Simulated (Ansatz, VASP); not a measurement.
## One calculation of NbSb, two programs

```
CELL_PARAMETERS angstrom
3.61048 0.00000 0.00000
0.00000 3.61048 0.00000
0.00000 0.00000 6.41645
ATOMIC_POSITIONS crystal
Nb 0.50000 0.00000 0.86324
Nb 0.00000 0.50000 0.13676
Sb 0.50000 0.00000 0.33057
Sb 0.00000 0.50000 0.66943
```

Alike in both runs: functional PBE; k mesh 4 × 4 × 4; occupations gaussian, width 0.1 eV; no spin polarisation.

Ansatz relaxed the structure, and its values are those at the end. VASP's run is a single point on that final structure, the one shown.

|  | VASP | Ansatz |
| --- | --- | --- |
| version | VASP 6.6.1 | Ansatz 0.2.0 |
| potentials or method | VASP PAW PBE potentials, release 64 (Nb_sv, Sb), cutoff 520 eV | scalar-relativistic, plane waves, PAW |
| valence electrons in the cell | 36 | 56 |

```csv
,VASP,Ansatz,Ansatz less VASP
gap on the k mesh at the Fermi level (eV),none,none,-
pressure (GPa),-0.2,0.0,+0.23
rms of the force components (eV/Å),0.011,0.010,-0.0008
```

A gap of «none» marks a metal or a gap that the smearing closes. The functional is the same, so the differences come from potentials, cutoffs and numerics. VASP's potentials hold 36 valence electrons a cell and Ansatz's 56, so a difference there can come from the potentials and not from the codes.

The k mesh is coarse, so the values compare programs but aren't converged. Spin-orbit coupling is off throughout.
